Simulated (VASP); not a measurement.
# Si2W (I4/mmm) in VASP: a series of runs

Si2W is run at these levels: PBEsol; tasks: electric field gradients.

All numbers are computed with VASP 6.6.1; they aren't measurements. Logs are shortened: lines on timing, memory, paths and dates and some standing lists are left out, and cuts for length are marked.

## 1. The cell of the first run

Symmetry: I4/mmm, No. 139, tetragonal system. The conventional cell has a = 3.233 Å, b = 3.233 Å, c = 7.932 Å, α = 90.00°, β = 90.00°, γ = 90.00°. Within 3.5 Å of Si (site symmetry 4mm) lie 9 Si at 2.64 to 3.23 Å and 5 W at 2.64 Å. W (site symmetry 4/mmm) has 10 Si at 2.64 Å and 4 W at 3.23 Å within 3.5 Å.

## 2. Electric field gradients, PBEsol (13.82 Å³/atom)

Input file INCAR:

```
SYSTEM = Si2W
ALGO = Normal ; EDIFF = 1E-8
ENCUT = 520 ; GGA = PS
ISIF = 2 ; ISMEAR = -1
LASPH = .TRUE. ; LCHARG = .FALSE.
LEFG = .TRUE. ; LREAL = .FALSE.
LWAVE = .FALSE. ; NBANDS = 18
NELM = 80 ; PREC = Accurate
SIGMA = 0.03
```

Input file KPOINTS:

```
k-points
0
G
  18 18 18
  0 0 0
```

Input file POSCAR:

```
Si2W
1.0
   -1.6166360716      1.6166360716      3.9660934757
    1.6166360716     -1.6166360716      3.9660934757
    1.6166360716      1.6166360716     -3.9660934757
Si W
2 1
Direct
    0.3330000000      0.3330000000      0.0000000000
    0.6670000000      0.6670000000      0.0000000000
    0.0000000000      0.0000000000      0.0000000000
```

Potentials or basis: VASP PAW PBE potentials, release 64 (Si, W_sv).

On the command line:

```bash
$ cat potpaw_PBE.64/Si/POTCAR potpaw_PBE.64/W_sv/POTCAR > POTCAR
$ mpirun -np 1 vasp_std > vasp.out
```

OUTCAR:

```text
SYSTEM = Si2W
   EDIFF = 1E-8
   ENCUT = 520
   GGA = PS
   ISIF = 2
   ISMEAR = -1
   LASPH = .TRUE.
   LREAL = .FALSE.
   NELM = 80
   PREC = Accurate

 ion  position               nearest neighbor table
   1  0.333  0.333  0.000-   2 2.64   2 2.64   2 2.64   2 2.64   3 2.64   3 2.64   3 2.64   3 2.64
                             3 2.64   2 2.65
   2  0.667  0.667  0.000-   1 2.64   1 2.64   1 2.64   1 2.64   3 2.64   3 2.64   3 2.64   3 2.64
                             3 2.64   1 2.65
   3  0.000  0.000  0.000-   1 2.64   2 2.64   2 2.64   1 2.64   2 2.64   2 2.64   2 2.64   1 2.64
                             1 2.64   1 2.64

  LATTYP: Found a body centered tetragonal cell.
 ALAT       =     3.2332721432
 C/A-ratio  =     2.4533001245

  Lattice vectors:

 A1 = (  -1.6166360716,   1.6166360716,   3.9660934757)
 A2 = (   1.6166360716,  -1.6166360716,   3.9660934757)
 A3 = (   1.6166360716,   1.6166360716,  -3.9660934757)

Analysis of symmetry for initial positions (statically):
=====================================================================
 Subroutine PRICEL returns:
 Original cell was already a primitive cell.

 Routine SETGRP: Setting up the symmetry group for a
 body centered tetragonal supercell.

 Subroutine GETGRP returns: Found 16 space group operations
 (whereof 16 operations were pure point group operations)
 out of a pool of 16 trial point group operations.

The static configuration has the point symmetry D_4h.

Analysis of symmetry for dynamics (positions and initial velocities):
=====================================================================
 Subroutine PRICEL returns:
 Original cell was already a primitive cell.

 Routine SETGRP: Setting up the symmetry group for a
 body centered tetragonal supercell.

 Subroutine GETGRP returns: Found 16 space group operations
 (whereof 16 operations were pure point group operations)
 out of a pool of 16 trial point group operations.

The dynamic configuration has the point symmetry D_4h.

 Subroutine INISYM returns: Found 16 space group operations
 (whereof 16 operations are pure point group operations),
 and found     1 'primitive' translations

----------------------------------------------------------------------------------------

                                     Primitive cell

  volume of cell :      41.4617

  direct lattice vectors                    reciprocal lattice vectors
    -1.616636072  1.616636072  3.966093476     0.000000000  0.309284204  0.126068637
     1.616636072 -1.616636072  3.966093476     0.309284204  0.000000000  0.126068637
     1.616636072  1.616636072 -3.966093476     0.309284204  0.309284204  0.000000000

  length of vectors
     4.577873069  4.577873069  4.577873069     0.333991048  0.333991048  0.437393915

  position of ions in fractional coordinates (direct lattice)
     0.333000000  0.333000000  0.000000000
     0.667000000  0.667000000  0.000000000
     0.000000000  0.000000000  0.000000000

  ion indices of the primitive-cell ions
   primitive index   ion index
                 1           1
                 2           2
                 3           3

----------------------------------------------------------------------------------------

 KPOINTS: k-points

Automatic generation of k-mesh.
 Grid dimensions read from file:
 generate k-points for:   18   18   18

 Generating k-lattice:

  Cartesian coordinates                     Fractional coordinates (reciprocal lattice)
     0.000000000  0.017182456  0.007003813     0.055555556 -0.000000000  0.000000000
[... 39 lines left out ...]
 -0.222222  0.055556 -0.000000     16.000000
 [... further k-points ...]
   k-points           NKPTS =    480   k-points in BZ     NKDIM =    480   number of bands    NBANDS=     18
   number of dos      NEDOS =    301   number of ions     NIONS =      3
   total plane-waves  NPLWV =  46656
   dimension x,y,z NGX =    36 NGY =   36 NGZ =   36
   dimension x,y,z NGXF=    72 NGYF=   72 NGZF=   72
   ions per type =               2   1
   NGX,Y,Z   is equivalent  to a cutoff of  13.07, 13.07, 13.07 a.u.
   NGXF,Y,Z  is equivalent  to a cutoff of  26.15, 26.15, 26.15 a.u.
 SYSTEM =  Si2W
   PREC   = accura    normal or accurate (medium, high low for compatibility)
   ISTART =      0    job   : 0-new  1-cont  2-samecut
   ICHARG =      2    charge: 1-file 2-atom 10-const
   ISPIN  =      1    spin polarized calculation?
   LNONCOLLINEAR =      F non collinear calculations
   LSORBIT =      F    spin-orbit coupling
   LASPH  =      T    aspherical Exc in radial PAW
   ENCUT  =  520.0 eV  38.22 Ry    6.18 a.u.   8.51  8.51  8.51*2*pi/ulx,y,z
   NELM   =     80;   NELMIN=  2; NELMDL= -5     # of ELM steps
   EDIFF  = 0.1E-07   stopping-criterion for ELM
   LREAL  =      F    real-space projection
   EDIFFG = 0.1E-06   stopping-criterion for IOM
   NSW    =      0    number of steps for IOM
   IBRION =     -1    ionic relax: 0-MD 1-quasi-New 2-CG
   NFREE  =      0    steps in history (QN), initial steepest desc. (CG)
   ISIF   =      2    stress and relaxation
   ISYM   =      2    0-nonsym 1-usesym 2-fastsym
   POTIM  = 0.5000    time-step for ionic-motion
   TEBEG  =    0.0;   TEEND  =   0.0 temperature during run
   PSTRESS=    0.0 pullay stress
   NELECT =      22.0000    total number of electrons
   NUPDOWN=      -1.0000    fix difference up-down
   EMIN   =  10.00;   EMAX   =-10.00  energy-range for DOS
   EFERMI =   0.00;   METHOD = LEGACY
   ISMEAR =    -1;   SIGMA  =   0.03  broadening in eV -4-tet -1-fermi 0-gaus
   EFERMI_NEDOS =   21; number of points for ismear=-14 and -15
   IALGO  =     38    algorithm
   IMIX   =      4    mixing-type and parameters
     AMIX     =   0.40;   BMIX     =  1.00
     AMIX_MAG =   1.60;   BMIX_MAG =  1.00
  volume/ion in A,a.u.               =      13.82        93.27
  Fermi-wavevector in a.u.,A,eV,Ry     =   1.325358  2.504564 23.899641  1.756574
  Thomas-Fermi vector in A             =   2.454825
   LORBIT       =      0    0 simple, 1 ext, 2 COOP (PROOUT), +10 PAW based schemes
   GGA     = PS    functional components
   LHFCALC =     F    Hartree Fock is set to
   AEXX    =    0.0000 exact exchange contribution
   IVDW    =     0    specifies the selected vdW correction
   LEPSILON=     F    determine dielectric tensor
   LRPA    =     F    only Hartree local field effects (RPA)
 non-spin polarized calculation
  energy-cutoff  :      520.00
  volume of cell :       41.46
 maximum number of plane-waves:      1144
 NGX is ok and might be reduce to    36
   NGX = 17   NGY = 17   NGZ = 17

 number of electron      22.0000001 magnetization

 Free energy of the ion-electron system (eV)
  ---------------------------------------------------
  ext. energy  EPLUGINS =         0.00000000
  ---------------------------------------------------
  free energy    TOTEN  =       -26.60395647 eV

  energy without entropy =      -26.60322176  energy(sigma->0) =      -26.60358911

 E-fermi :  11.5095     XC(G=0): -12.4895

 val. band max:       11.5017635643   @ k =   0.2778   0.2778   0.2222
 cond. band min:      11.5451507558   @ k =   0.2778   0.2222   0.2222
 fundamental gap:      0.0433871915
 Fermi energy:        11.5094763429

 k-point     1 :       0.0000    0.0000    0.0000
  band No.  band energies     occupation
      1     -62.3577      2.00000
      2     -26.6117      2.00000
      3     -26.5745      2.00000
      4     -26.5745      2.00000
      5      -2.3712      2.00000
      6       4.8332      2.00000
[... 481 lines left out ...]
      5      -1.4822      2.00000
      6       4.9114      2.00000
[... 10 lines left out ...]
     17      17.7022      0.00000
     18      19.5650      0.00000

 [... further k-points ...]

------------------------ aborting loop because EDIFF is reached ----------------------------------------

  FORCE on cell =-STRESS in cart. coord.  units (eV):
  Direction    XX          YY          ZZ          XY          YZ          ZX
  --------------------------------------------------------------------------------------
  -------------------------------------------------------------------------------------
  Total       -1.6453440     -1.6453440     -2.4710938      0.0000000      0.0000000      0.0000000
  in kB      -63.5798968    -63.5798968    -95.4887787      0.0000000      0.0000000      0.0000000
  external PRESSURE =     -74.2161908 kB  Pullay stress =       0.0000000 kB

 VOLUME and BASIS-vectors are now :
 -----------------------------------------------------------------------------
  energy-cutoff  :      520.00
  volume of cell :       41.46
      direct lattice vectors                 reciprocal lattice vectors
    -1.616636072  1.616636072  3.966093476     0.000000000  0.309284204  0.126068637
     1.616636072 -1.616636072  3.966093476     0.309284204  0.000000000  0.126068637
     1.616636072  1.616636072 -3.966093476     0.309284204  0.309284204  0.000000000

 POSITION                                       TOTAL-FORCE (eV/Angst)
 -----------------------------------------------------------------------------------
      0.00000      0.00000      2.64142        -0.000000     -0.000000      0.311583
      0.00000      0.00000      5.29077         0.000000      0.000000     -0.311583
      0.00000      0.00000      0.00000         0.000000      0.000000      0.000000
 -----------------------------------------------------------------------------------
    total drift:                                0.000000      0.000000     -0.000000

  FREE ENERGIE OF THE ION-ELECTRON SYSTEM (eV)
  ---------------------------------------------------
  free  energy   TOTEN  =       -26.6039564708 eV

  energy  without entropy=      -26.6032217571  energy(sigma->0) =      -26.60358911

 Electric field gradients (V/A^2)
---------------------------------------------------------------------
 ion       V_xx      V_yy      V_zz      V_xy      V_xz      V_yz
---------------------------------------------------------------------
   1       4.354     4.354    -8.708    -0.000    -0.000    -0.000
   2       4.354     4.354    -8.708    -0.000    -0.000    -0.000
   3      60.783    60.783  -121.567    -0.000    -0.000    -0.000
---------------------------------------------------------------------

 Electric field gradients after diagonalization (V/A^2)
 (convention: |V_zz| > |V_xx| > |V_yy|)
----------------------------------------------------------------------
 ion       V_xx      V_yy      V_zz     asymmetry (V_yy - V_xx)/ V_zz
----------------------------------------------------------------------
   1       4.354     4.354    -8.708       0.000
   2       4.354     4.354    -8.708       0.000
   3      60.784    60.783  -121.567       0.000
----------------------------------------------------------------------

           NMR quadrupolar parameters

 Cq : quadrupolar parameter    Cq=e*Q*V_zz/h
 eta: asymmetry parameters     (V_yy - V_xx)/ V_zz
 Q  : nuclear electric quadrupole moment in mb (millibarn)
----------------------------------------------------------------------
 ion       Cq(MHz)       eta       Q (mb)
----------------------------------------------------------------------
   1      -0.021       0.000       1.000
   2      -0.021       0.000       1.000
   3      -0.294       0.000       1.000
----------------------------------------------------------------------
```

It took 14 min on 1 thread of Intel Xeon 8259CL, shared host; peak memory 0.47 GiB.

Results:

```yaml
Free_energy: -26.6040 eV
Pressure: -7.4 GPa
Largest_force: 0.312 eV/Å
Band_gap_on_the_k_mesh: zero (bands 11 and 12 overlap by 1.31 eV)
Largest_electric_field_gradient_by_atom: Si -8.7; W -121.6 V/Å²
```

Forces on the atoms (eV/Å):
```
Si   0.000  0.000  0.312
Si   0.000  0.000 -0.312
W    0.000  0.000  0.000
```

Levels at points of the mesh, in eV from the Fermi level:
| k point | band 7 | band 8 | band 9 | band 10 | band 11 | band 12 | band 13 | band 14 | band 15 | band 16 |
| --- | --- | --- | --- | --- | --- | --- | --- | --- | --- | --- |
| (0.00, 0.00, 0.00) | -3.84 | -3.21 | -2.78 | -2.78 | 0.66 | 2.58 | 2.93 | 3.16 | 3.16 | 4.41 |
| (0.50, 0.00, 0.00) | -5.63 | -4.76 | -2.73 | -2.63 | -0.40 | 2.63 | 2.73 | 3.89 | 4.15 | 5.07 |
| (0.50, 0.50, 0.00) | -5.92 | -5.53 | -4.95 | -3.19 | -1.67 | 2.58 | 2.88 | 3.02 | 3.68 | 4.32 |
| (0.50, 0.50, 0.50) | -3.70 | -2.58 | -0.82 | -0.82 | -0.49 | -0.49 | 0.83 | 4.26 | 4.60 | 5.98 |

Electric field gradients, principal values (V/Å²):
```
atom   least  middle  greatest (by size)
1 Si   4.354   4.354              -8.708
2 Si   4.354   4.354              -8.708
 3 W  60.783  60.784            -121.567
```

Caveat: the cell stands under tension; without QUAD_EFG the Cq values of the log hold for a quadrupole moment of 1 mb, not for the nuclei; the PAW data sets were made with another functional, which shifts forces and pressure a little; spin-orbit coupling is left out, which moves the levels of the heavy elements.

## 3. Electric field gradients, PBEsol (14.36 Å³/atom)

This run uses another cell than the first one, of 14.36 Å³/atom.

Input file INCAR:

```
PREC     = Accurate       # precision mode
ENCUT    = 520            # plane-wave cutoff, eV
EDIFF    = 1E-8           # SCF threshold, eV
ISMEAR   = -1             # smearing method
SIGMA    = 0.03           # smearing width, eV
LREAL    = F              # projectors in reciprocal space
LASPH    = T              # aspherical terms in the spheres
NELM     = 100            # most SCF steps
ALGO     = Normal         # electronic algorithm
ISIF     = 2              # what is computed and relaxed
LWAVE    = F              # write WAVECAR
LCHARG   = F              # write CHGCAR
GGA      = PS             # functional
LEFG     = T            
NBANDS   = 18             # bands
```

Input file KPOINTS:

```
regular mesh
0
Gamma
  18 18 18
```

Input file POSCAR:

```
Si2W
1.0
   -1.6374981928      1.6374981928      4.0172745203
    1.6374981928     -1.6374981928      4.0172745203
    1.6374981928      1.6374981928     -4.0172745203
Si W
2 1
Direct
    0.3330000000      0.3330000000      0.0000000000
    0.6670000000      0.6670000000      0.0000000000
    0.0000000000      0.0000000000      0.0000000000
```

Potentials or basis: VASP PAW PBE potentials, release 64 (Si, W_sv).

On the command line:

```bash
$ cat potpaw_PBE.64/Si/POTCAR potpaw_PBE.64/W_sv/POTCAR > POTCAR
$ mpirun -np 1 vasp_std > vasp.out
```

OUTCAR:

```text
PREC = Accurate
   ENCUT = 520
   EDIFF = 1E-8
   ISMEAR = -1
   LREAL = F
   LASPH = T
   NELM = 100
   ISIF = 2
   GGA = PS

 ion  position               nearest neighbor table
   1  0.333  0.333  0.000-   2 2.67   2 2.67   2 2.67   2 2.67   3 2.68   3 2.68   3 2.68   3 2.68
                             3 2.68   2 2.68
   2  0.667  0.667  0.000-   1 2.67   1 2.67   1 2.67   1 2.67   3 2.68   3 2.68   3 2.68   3 2.68
                             3 2.68   1 2.68
   3  0.000  0.000  0.000-   1 2.68   2 2.68   2 2.68   1 2.68   2 2.68   2 2.68   2 2.68   1 2.68
                             1 2.68   1 2.68

  LATTYP: Found a body centered tetragonal cell.
 ALAT       =     3.2749963856
 C/A-ratio  =     2.4533001245
[... 730 lines left out ...]
 ion       V_xx      V_yy      V_zz      V_xy      V_xz      V_yz
---------------------------------------------------------------------
   1       3.991     3.991    -7.981    -0.000    -0.000    -0.000
   2       3.991     3.991    -7.981    -0.000    -0.000    -0.000
   3      56.316    56.316  -112.631    -0.001    -0.000    -0.000
---------------------------------------------------------------------

 Electric field gradients after diagonalization (V/A^2)
 (convention: |V_zz| > |V_xx| > |V_yy|)
----------------------------------------------------------------------
 ion       V_xx      V_yy      V_zz     asymmetry (V_yy - V_xx)/ V_zz
----------------------------------------------------------------------
   1       3.991     3.990    -7.981       0.000
   2       3.991     3.990    -7.981       0.000
   3      56.316    56.315  -112.631       0.000
----------------------------------------------------------------------

           NMR quadrupolar parameters

 Cq : quadrupolar parameter    Cq=e*Q*V_zz/h
 eta: asymmetry parameters     (V_yy - V_xx)/ V_zz
 Q  : nuclear electric quadrupole moment in mb (millibarn)
----------------------------------------------------------------------
 ion       Cq(MHz)       eta       Q (mb)
----------------------------------------------------------------------
   1      -0.019       0.000       1.000
   2      -0.019       0.000       1.000
   3      -0.272       0.000       1.000
----------------------------------------------------------------------
```

stdout:

```text
POSCAR found type information on POSCAR SiW
 POSCAR found :  2 types and       3 ions
 scaLAPACK will be used
 -----------------------------------------------------------------------------
|                                                                             |
|                                                                             |
|     You enforced a specific xc type in the INCAR file but a different       |
|     I HOPE YOU KNOW WHAT YOU ARE DOING!                                     |
|                                                                             |
 -----------------------------------------------------------------------------

 LDA part: xc-table for (Slater+PW92), standard interpolation
 POSCAR, INCAR and KPOINTS ok, starting setup
 FFT: planning ... GRIDC
 FFT: planning ... GRID_SOFT
 FFT: planning ... GRID
 WAVECAR not read
 entering main loop
ion   1

ion   2

ion   3
```

Wall time 12 min (1 thread of Intel Xeon 8259CL, shared host); peak memory 0.48 GiB.

What came out:

```
Free energy                             : -26.4915 eV
Pressure                                : -14.6 GPa
Largest force                           : 0.379 eV/Å
Band gap on the k mesh                  : zero (bands 11 and 12 overlap by 1.25 eV)
Largest electric field gradient by atom : Si -8.0; W -112.6 V/Å²
```

Forces in eV/Å, atoms in the order of the input:
```
Si   0.000  0.000  0.379
Si   0.000  0.000 -0.379
W    0.000  0.000  0.000
```

Stress tensor (GPa, compression positive):
```
-13.26   0.00   0.00
  0.00 -13.26   0.00
  0.00   0.00 -17.14
```

Levels at points of the mesh, in eV from the Fermi level:
| k point | band 7 | band 8 | band 9 | band 10 | band 11 | band 12 | band 13 | band 14 | band 15 | band 16 |
| --- | --- | --- | --- | --- | --- | --- | --- | --- | --- | --- |
| (0.00, 0.00, 0.00) | -3.86 | -3.02 | -2.66 | -2.66 | 0.64 | 2.37 | 3.07 | 3.07 | 3.08 | 4.20 |
| (0.50, 0.00, 0.00) | -5.45 | -4.62 | -2.59 | -2.51 | -0.35 | 2.48 | 2.67 | 3.78 | 3.86 | 5.03 |
| (0.50, 0.50, 0.00) | -5.74 | -5.53 | -4.79 | -3.03 | -1.63 | 2.45 | 2.72 | 2.84 | 3.56 | 4.30 |
| (0.50, 0.50, 0.50) | -3.48 | -2.47 | -0.81 | -0.81 | -0.46 | -0.46 | 0.79 | 4.11 | 4.17 | 5.96 |

Electric field gradients, principal values (V/Å²):
| atom | least | middle | greatest (by size) |
| --- | --- | --- | --- |
| 1 Si | 3.990 | 3.991 | -7.981 |
| 2 Si | 3.990 | 3.991 | -7.981 |
| 3 W | 56.315 | 56.316 | -112.631 |

Caveat: the cell stands under tension; without QUAD_EFG the Cq values of the log hold for a quadrupole moment of 1 mb, not for the nuclei; the PAW data sets were made with another functional, which shifts forces and pressure a little; spin-orbit coupling is left out, which moves the levels of the heavy elements.

The gap in the log of VASP goes by the Fermi energy; the results here count the filled bands.